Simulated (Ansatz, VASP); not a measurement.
# Ge2S: VASP beside Ansatz

```
CELL_PARAMETERS angstrom
1.68777 0.97444 5.93939
-1.68777 0.97444 5.93939
0.00000 -1.94887 5.93939
ATOMIC_POSITIONS crystal
Ge 0.76468 0.76468 0.76468
Ge 0.56093 0.56093 0.56093
S 0.00769 0.00769 0.00769
```

Alike in both runs: functional PBE; k mesh 6 × 6 × 6; occupations gaussian, width 0.1 eV; no spin polarisation.

Ansatz relaxed the structure, and its values are those at the end. VASP's run is a single point on that final structure, the one shown.

```csv
,VASP,Ansatz
version,VASP 6.6.1,Ansatz 0.2.0
potentials or method,"VASP PAW PBE potentials, release 64 (Ge_d, S), cutoff 520 eV","scalar-relativistic, plane waves, PAW"
valence electrons in the cell,34,34
```

```tsv
	VASP	Ansatz	Ansatz less VASP
gap on the k mesh at the Fermi level (eV)	none	none	-
pressure (GPa)	0.3	0.2	-0.03
rms of the force components (eV/Å)	0.009	0.006	-0.0029
```

A gap of «none» marks a metal or a gap that the smearing closes.

The k mesh is coarse, so the values compare programs but aren't converged.
